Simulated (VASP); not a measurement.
Input of a VASP 6.6.1 run:

File POSCAR:

```
TiRe
1.0
    3.1180000000      0.0000000000      0.0000000000
    0.0000000000      3.1180000000      0.0000000000
    0.0000000000      0.0000000000      3.1180000000
Ti Re
1 1
Direct
    0.5000000000      0.5000000000      0.5000000000
    0.0000000000      0.0000000000      0.0000000000
```

File INCAR.step1:

```
PREC = Accurate
ENCUT = 600
ISMEAR = 0
SIGMA = 0.15
LREAL = False
LASPH = True
NELM = 80
GGA = PE
ALGO = Normal
EDIFF = 1E-4
LWAVE = True
LCHARG = False
```

Contents of INCAR.step2:

```
PREC = Accurate
ENCUT = 600
EDIFF = 1E-6
ISMEAR = 0
SIGMA = 0.15
LREAL = False
LASPH = True
NELM = 80
ALGO = Normal
ISIF = 3
LWAVE = False
LCHARG = False
METAGGA = R2SCAN
LMIXTAU = True
IBRION = 2
NSW = 80
EDIFFG = -0.01
ISTART = 1
```

Contents of KPOINTS:

```
Automatic mesh
0
Gamma
  7 7 7
```

Potentials or basis: VASP PAW PBE potentials, release 64 (Ti_sv, Re).

Command:

```sh
$ cat potpaw_PBE.64/Ti_sv/POTCAR potpaw_PBE.64/Re/POTCAR > POTCAR
$ cp INCAR.step1 INCAR
$ mpirun -np 1 vasp_std > vasp.out
$ cp INCAR.step2 INCAR
$ mpirun -np 1 vasp_std > vasp.out
```

(1) Predict the relaxed volume.

(2) Predict the space group after relaxing (to 0.05 Å).

(3) What does it give for the relaxed cell?

Answers

(1) 15.00 Å³/atom.

(2) Pm-3m (No. 221).

(3) a = 3.107 Å, b = 3.107 Å, c = 3.107 Å, α = 90.00°, β = 90.00°, γ = 90.00°.

Caveat: the PAW data sets were made with another functional, which shifts forces and pressure a little.
